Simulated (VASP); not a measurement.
Input of a VASP 6.6.1 run:

File INCAR:

```
  PREC = Accurate
  ENCUT = 520
  EDIFF = 1E-7
  ISMEAR = 0
  SIGMA = 0.05
  LREAL = Auto
  LASPH = T
  NELM = 80
  ALGO = Normal
  ISIF = 2
  LWAVE = F
  LCHARG = F
  GGA = PS
  NBANDS = 53
```

KPOINTS

```
Automatic mesh
0
Gamma
  1 1 7
```

POSCAR

```
SiO2
1.0
   14.4000000000      0.0000000000      0.0000000000
    0.0000000000     11.1000000000      0.0000000000
    0.0000000000      0.0000000000      4.6054867036
Si O
5 10
Direct
    0.6014988789      0.5000000000      0.3333333333
    0.6711423894      0.5000000000      0.8333333333
    0.3985011211      0.5000000000      0.3333333333
    0.5000000000      0.5000000000      0.8333333333
    0.3288576106      0.5000000000      0.8333333333
    0.6935273988      0.5716037186      0.1286765782
    0.5000000000      0.5799637491      0.1607329890
    0.5907226011      0.5888112755      0.6596028631
    0.3064726012      0.5716037186      0.1286765782
    0.4092773989      0.5888112755      0.6596028631
    0.5907226011      0.4111887245      0.0070638035
    0.6935273988      0.4283962814      0.5379900885
    0.4092773989      0.4111887245      0.0070638035
    0.5000000000      0.4200362509      0.5059336776
    0.3064726012      0.4283962814      0.5379900885
```

Potentials or basis: VASP PAW PBE potentials, release 64 (Si, O).

Run with:

```bash
$ cat potpaw_PBE.64/Si/POTCAR potpaw_PBE.64/O/POTCAR > POTCAR
$ mpirun -np 1 vasp_std > vasp.out
```

(1) Estimate the band gap on the k mesh.

(2) Predict the largest force.

Results:

(1) 4.30 eV, direct.

(2) 0.150 eV/Å.

Caveat: the PAW data sets were made with another functional, which shifts forces and pressure a little.
